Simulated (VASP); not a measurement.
# Ir (Fm-3m) in VASP: notebook

The runs below take Ir through single point, relaxation of volume and atoms at fixed shape, with LDA.

Program: VASP 6.6.1. These are calculated values, not measurements. Logs are shortened: lines on timing, memory, paths and dates and some standing lists are left out, and cuts for length are marked.

### 1 The cell of the first run

The structure is cubic, space group Fm-3m (No. 225). The conventional cell has a = 3.815 Å, b = 3.815 Å, c = 3.815 Å, α = 90.00°, β = 90.00°, γ = 90.00°. Ir (site symmetry m-3m) has 12 Ir at 2.70 Å within 3.6 Å.

### 2 Single point, LDA

Input file INCAR:

```
  ALGO = Normal
  EDIFF = 1E-7
  ENCUT = 520
  GGA = CA
  ISIF = 2
  ISMEAR = 1
  LASPH = True
  LCHARG = False
  LREAL = False
  LWAVE = False
  NBANDS = 10
  NELM = 100
  PREC = Accurate
  SIGMA = 0.05
```

Input file KPOINTS:

```
k-points
0
Gamma
  8 8 8
```

Input file POSCAR:

```
Ir
1.0
    0.0000000000      1.9077281982      1.9077281982
    1.9077281982      0.0000000000      1.9077281982
    1.9077281982      1.9077281982      0.0000000000
Ir
1
Direct
    0.0000000000      0.0000000000      0.0000000000
```

Potentials or basis: VASP PAW LDA potentials, release 64 (Ir).

Launch:

```
> cat potpaw_LDA.64/Ir/POTCAR > POTCAR
> mpirun -np 1 vasp_std > vasp.out
```

OUTCAR:

```text
EDIFF = 1E-7
   ENCUT = 520
   GGA = CA
   ISIF = 2
   ISMEAR = 1
   LASPH = True
   LREAL = False
   NELM = 100
   PREC = Accurate

 ion  position               nearest neighbor table
   1  0.000  0.000  0.000-

  LATTYP: Found a face centered cubic cell.
 ALAT       =     3.8154563964

  Lattice vectors:

 A1 = (   0.0000000000,   1.9077281982,   1.9077281982)
 A2 = (   1.9077281982,   0.0000000000,   1.9077281982)
 A3 = (   1.9077281982,   1.9077281982,   0.0000000000)

Analysis of symmetry for initial positions (statically):
=====================================================================
 Subroutine PRICEL returns:
 Original cell was already a primitive cell.

 Routine SETGRP: Setting up the symmetry group for a
 face centered cubic supercell.

 Subroutine GETGRP returns: Found 48 space group operations
 (whereof 48 operations were pure point group operations)
 out of a pool of 48 trial point group operations.

The static configuration has the point symmetry O_h .

Analysis of symmetry for dynamics (positions and initial velocities):
=====================================================================
 Subroutine PRICEL returns:
 Original cell was already a primitive cell.

 Routine SETGRP: Setting up the symmetry group for a
 face centered cubic supercell.

 Subroutine GETGRP returns: Found 48 space group operations
 (whereof 48 operations were pure point group operations)
 out of a pool of 48 trial point group operations.

The dynamic configuration has the point symmetry O_h .

 Subroutine INISYM returns: Found 48 space group operations
 (whereof 48 operations are pure point group operations),
 and found     1 'primitive' translations

----------------------------------------------------------------------------------------

                                     Primitive cell

  volume of cell :      13.8861

  direct lattice vectors                    reciprocal lattice vectors
     0.000000000  1.907728198  1.907728198    -0.262091843  0.262091843  0.262091843
     1.907728198  0.000000000  1.907728198     0.262091843 -0.262091843  0.262091843
     1.907728198  1.907728198  0.000000000     0.262091843  0.262091843 -0.262091843

  length of vectors
     2.697935091  2.697935091  2.697935091     0.453956389  0.453956389  0.453956389

  position of ions in fractional coordinates (direct lattice)
     0.000000000  0.000000000  0.000000000

  ion indices of the primitive-cell ions
   primitive index   ion index
                 1           1

----------------------------------------------------------------------------------------

 KPOINTS: k-points

Automatic generation of k-mesh.
 Grid dimensions read from file:
 generate k-points for:    8    8    8

 Generating k-lattice:

  Cartesian coordinates                     Fractional coordinates (reciprocal lattice)
    -0.032761480  0.032761480  0.032761480     0.125000000  0.000000000  0.000000000
     0.032761480 -0.032761480  0.032761480     0.000000000  0.125000000  0.000000000
     0.032761480  0.032761480 -0.032761480     0.000000000  0.000000000  0.125000000

  Length of vectors
     0.056744549  0.056744549  0.056744549

  Shift w.r.t. Gamma in fractional coordinates (k-lattice)
     0.000000000  0.000000000  0.000000000

 Subroutine IBZKPT returns following result:
 ===========================================

 Found     29 irreducible k-points:

 Following reciprocal coordinates:
            Coordinates               Weight
  0.000000  0.000000  0.000000      1.000000
  0.125000  0.000000  0.000000      8.000000
  0.250000  0.000000  0.000000      8.000000
  0.375000  0.000000  0.000000      8.000000
  0.500000  0.000000  0.000000      4.000000
  0.125000  0.125000  0.000000      6.000000
[... 16 lines left out ...]
  0.500000  0.250000  0.125000     48.000000
 -0.375000  0.250000  0.125000     24.000000
 [... further k-points ...]
   k-points           NKPTS =     29   k-points in BZ     NKDIM =     29   number of bands    NBANDS=     10
   number of dos      NEDOS =    301   number of ions     NIONS =      1
   total plane-waves  NPLWV =   8000
   dimension x,y,z NGX =    20 NGY =   20 NGZ =   20
   dimension x,y,z NGXF=    40 NGYF=   40 NGZF=   40
   ions per type =               1
   NGX,Y,Z   is equivalent  to a cutoff of  12.32, 12.32, 12.32 a.u.
   NGXF,Y,Z  is equivalent  to a cutoff of  24.65, 24.65, 24.65 a.u.
 SYSTEM =  unknown system
   PREC   = accura    normal or accurate (medium, high low for compatibility)
   ISTART =      0    job   : 0-new  1-cont  2-samecut
   ICHARG =      2    charge: 1-file 2-atom 10-const
   ISPIN  =      1    spin polarized calculation?
   LNONCOLLINEAR =      F non collinear calculations
   LSORBIT =      F    spin-orbit coupling
   LASPH  =      T    aspherical Exc in radial PAW
   ENCUT  =  520.0 eV  38.22 Ry    6.18 a.u.   5.02  5.02  5.02*2*pi/ulx,y,z
   NELM   =    100;   NELMIN=  2; NELMDL= -5     # of ELM steps
   EDIFF  = 0.1E-06   stopping-criterion for ELM
   LREAL  =      F    real-space projection
   EDIFFG = 0.1E-05   stopping-criterion for IOM
   NSW    =      0    number of steps for IOM
   IBRION =     -1    ionic relax: 0-MD 1-quasi-New 2-CG
   NFREE  =      0    steps in history (QN), initial steepest desc. (CG)
   ISIF   =      2    stress and relaxation
   ISYM   =      2    0-nonsym 1-usesym 2-fastsym
   POTIM  = 0.5000    time-step for ionic-motion
   TEBEG  =    0.0;   TEEND  =   0.0 temperature during run
   PSTRESS=    0.0 pullay stress
   NELECT =       9.0000    total number of electrons
   NUPDOWN=      -1.0000    fix difference up-down
   EMIN   =  10.00;   EMAX   =-10.00  energy-range for DOS
   EFERMI =   0.00;   METHOD = LEGACY
   ISMEAR =     1;   SIGMA  =   0.05  broadening in eV -4-tet -1-fermi 0-gaus
   EFERMI_NEDOS =   21; number of points for ismear=-14 and -15
   IALGO  =     38    algorithm
   IMIX   =      4    mixing-type and parameters
     AMIX     =   0.40;   BMIX     =  1.00
     AMIX_MAG =   1.60;   BMIX_MAG =  1.00
  volume/ion in A,a.u.               =      13.89        93.71
  Fermi-wavevector in a.u.,A,eV,Ry     =   1.416759  2.677285 27.309678  2.007205
  Thomas-Fermi vector in A             =   2.538060
   LORBIT       =      0    0 simple, 1 ext, 2 COOP (PROOUT), +10 PAW based schemes
   GGA     = CA    functional components
   LHFCALC =     F    Hartree Fock is set to
   AEXX    =    0.0000 exact exchange contribution
   IVDW    =     0    specifies the selected vdW correction
   LEPSILON=     F    determine dielectric tensor
   LRPA    =     F    only Hartree local field effects (RPA)
 non-spin polarized calculation
 Methfessel and Paxton  Order N= 1 SIGMA  =   0.05
  energy-cutoff  :      520.00
  volume of cell :       13.89
 maximum number of plane-waves:       388
   NGX =  9   NGY =  9   NGZ =  9

 number of electron       9.0000001 magnetization

 Free energy of the ion-electron system (eV)
  ---------------------------------------------------
  ext. energy  EPLUGINS =         0.00000000
  ---------------------------------------------------
  free energy    TOTEN  =       -10.24459892 eV

  energy without entropy =      -10.24485152  energy(sigma->0) =      -10.24468312

 E-fermi :  10.6954     XC(G=0): -14.2461

 val. band max:       10.6495688542   @ k =  -0.3750   0.1250   0.0000
 cond. band min:      10.7115765938   @ k =  -0.3750   0.2500   0.0000
 fundamental gap:      0.0620077396
 Fermi energy:        10.6954428342

 k-point     1 :       0.0000    0.0000    0.0000
  band No.  band energies     occupation
      1      -0.6667      2.00000
      2       6.6099      2.00000
      3       6.6099      2.00000
      4       6.6099      2.00000
      5       9.4401      2.00000
      6       9.4401      2.00000
      7      24.9274      0.00000
      8      30.6049      0.00000
      9      30.6049      0.00000
     10      30.6049      0.00000

 k-point     2 :       0.1250    0.0000    0.0000
  band No.  band energies     occupation
      1       0.0191      2.00000
      2       6.2822      2.00000
      3       6.8830      2.00000
      4       6.8830      2.00000
      5       9.2889      2.00000
      6       9.2889      2.00000
      7      26.0656      0.00000
      8      28.0361      0.00000
      9      31.7548      0.00000
     10      31.7548      0.00000

 k-point     3 :       0.2500    0.0000    0.0000
  band No.  band energies     occupation
      1       1.5673      2.00000
      2       6.1089      2.00000
      3       7.0792      2.00000
      4       7.0792      2.00000
      5       9.6095      2.00000
      6       9.6095      2.00000
      7      24.5255      0.00000
      8      27.5424      0.00000
      9      34.5681      0.00000
     10      34.5696      0.00000

 k-point     4 :       0.3750    0.0000    0.0000
  band No.  band energies     occupation
      1       2.3137      2.00000
      2       6.7263      2.00000
      3       6.7263      2.00000
      4       7.9056      2.00000
      5      10.8577     -0.00004
      6      10.8577     -0.00004
      7      20.7518      0.00000
      8      25.4680      0.00000
      9      32.2659      0.00000
     10      32.2659      0.00000
[... 222 lines left out ...]
 k-point    22 :       0.3750    0.2500    0.1250
  band No.  band energies     occupation
      1       2.9929      2.00000
      2       4.9200      2.00000
      3       6.5463      2.00000
      4       8.6932      2.00000
      5       8.7973      2.00000
      6      11.4735     -0.00000
      7      25.1412      0.00000
      8      27.9162      0.00000
      9      29.3962      0.00000
     10      31.3562      0.00000

 k-point    23 :       0.5000    0.2500    0.1250
  band No.  band energies     occupation
      1       3.8247      2.00000
      2       5.5113      2.00000
      3       5.9035      2.00000
      4       8.3135      2.00000
      5      10.4831      2.00000
      6      13.6057      0.00000
      7      21.0693      0.00000
      8      26.3581      0.00000
      9      27.6035      0.00000
     10      32.3183      0.00000

 k-point    24 :      -0.3750    0.2500    0.1250
  band No.  band energies     occupation
      1       3.8320      2.00000
      2       5.2566      2.00000
      3       6.9345      2.00000
      4       7.9862      2.00000
      5      11.2390     -0.00000
      6      15.9417      0.00000
      7      17.4642      0.00000
      8      26.5510      0.00000
      9      26.7784      0.00000
     10      30.5912      0.00000

 [... further k-points ...]
[... 5 lines left out ...]
  --------------------------------------------------------------------------------------
  -------------------------------------------------------------------------------------
  Total        0.2260171      0.2260171      0.2260171      0.0000000      0.0000000     -0.0000000
  in kB       26.0778918     26.0778918     26.0778918      0.0000000      0.0000000     -0.0000000
  external PRESSURE =      26.0778918 kB  Pullay stress =       0.0000000 kB

 VOLUME and BASIS-vectors are now :
 -----------------------------------------------------------------------------
  energy-cutoff  :      520.00
  volume of cell :       13.89
      direct lattice vectors                 reciprocal lattice vectors
     0.000000000  1.907728198  1.907728198    -0.262091843  0.262091843  0.262091843
     1.907728198  0.000000000  1.907728198     0.262091843 -0.262091843  0.262091843
     1.907728198  1.907728198  0.000000000     0.262091843  0.262091843 -0.262091843

 POSITION                                       TOTAL-FORCE (eV/Angst)
 -----------------------------------------------------------------------------------
      0.00000      0.00000      0.00000         0.000000      0.000000      0.000000
 -----------------------------------------------------------------------------------
    total drift:                                0.000000      0.000000      0.000000

  FREE ENERGIE OF THE ION-ELECTRON SYSTEM (eV)
  ---------------------------------------------------
  free  energy   TOTEN  =       -10.2445989189 eV

  energy  without entropy=      -10.2448515232  energy(sigma->0) =      -10.24468312
```

Run time: 1.9 s. Hardware: 1 thread of Intel Xeon 6975P-C (Granite Rapids), shared host; peak memory 0.12 GiB.

What came out:

```yaml
Free_energy: -10.2446 eV
Pressure: 2.6 GPa
```

Caveat: spin-orbit coupling is left out, which moves the levels of the heavy elements.

### 3 Relaxation of volume and atoms at fixed shape, LDA

This run uses another cell than the first one, of 14.06 Å³/atom, 1.012 times its volume.

Input file INCAR:

```
SYSTEM = Ir
PREC = Accurate
ENCUT = 600
EDIFF = 1E-6
ISMEAR = 1
SIGMA = 0.05
LREAL = .FALSE.
LASPH = .TRUE.
NELM = 60
ALGO = Normal
ISIF = 8
LWAVE = .FALSE.
LCHARG = .FALSE.
IBRION = 2
NSW = 60
EDIFFG = -0.03
```

Input file KPOINTS:

```
regular mesh
0
G
  8 8 8
  0 0 0
```

Input file POSCAR:

```
Ir
1.0
    0.0000000000      1.9156000000      1.9156000000
    1.9156000000      0.0000000000      1.9156000000
    1.9156000000      1.9156000000      0.0000000000
Ir
1
Direct
    0.0000000000      0.0000000000      0.0000000000
```

Potentials or basis: VASP PAW LDA potentials, release 64 (Ir).

Launch:

```
> cat potpaw_LDA.64/Ir/POTCAR > POTCAR
> mpirun -np 1 vasp_std > vasp.out
```

Wall time 3.8 s (1 thread of Intel Xeon 6975P-C (Granite Rapids), shared host); peak memory 0.14 GiB.

The run converged. Its results:

```yaml
Free_energy: -10.2455 eV
Relaxed_volume: 13.98 Å³/atom
Relaxed_cell: a = 2.704 Å, b = 2.704 Å, c = 2.704 Å, α = 60.00°, β = 60.00°, γ = 60.00°
Space_group_after_relaxing_to_0.05_Å: Fm-3m (No. 225)
Energy_gained_by_relaxing: 0.6 meV/atom
Ionic_steps: 3
Pressure_after_relaxing: 0.0 GPa
```

Step by step:
```
step  energy change (eV)  largest force (eV/Å)  pressure (GPa)  volume (Å³)
   1              0.0000                0.0000           -2.27        14.06
   2              0.0091                0.0000            9.84        13.66
   3             -0.0006                0.0000           -0.03        13.98
```

Final structure:
```cif
data_structure
_symmetry_space_group_name_H-M 'P 1'
_symmetry_Int_Tables_number 1
_cell_length_a 2.7040
_cell_length_b 2.7040
_cell_length_c 2.7040
_cell_angle_alpha 60.000
_cell_angle_beta 60.000
_cell_angle_gamma 60.000
_cell_volume 13.98
loop_
_atom_site_label
_atom_site_type_symbol
_atom_site_fract_x
_atom_site_fract_y
_atom_site_fract_z
_atom_site_occupancy
Ir1 Ir 0.00000 0.00000 0.00000 1
```

Levels at points of the mesh, in eV from the Fermi level:
```tsv
k point	band 1	band 2	band 3	band 4	band 5	band 6	band 7	band 8
(0.00, 0.00, 0.00)	-11.29	-4.04	-4.04	-4.04	-1.24	-1.24	14.25	19.89
(0.50, 0.00, 0.00)	-8.30	-4.12	-4.12	-0.80	0.88	0.88	7.34	13.81
(0.50, 0.50, 0.00)	-8.10	-7.56	0.88	1.45	1.45	1.68	10.64	11.70
```

Caveat: spin-orbit coupling is left out, which moves the levels of the heavy elements. LDA usually gives volumes a few per cent too small.
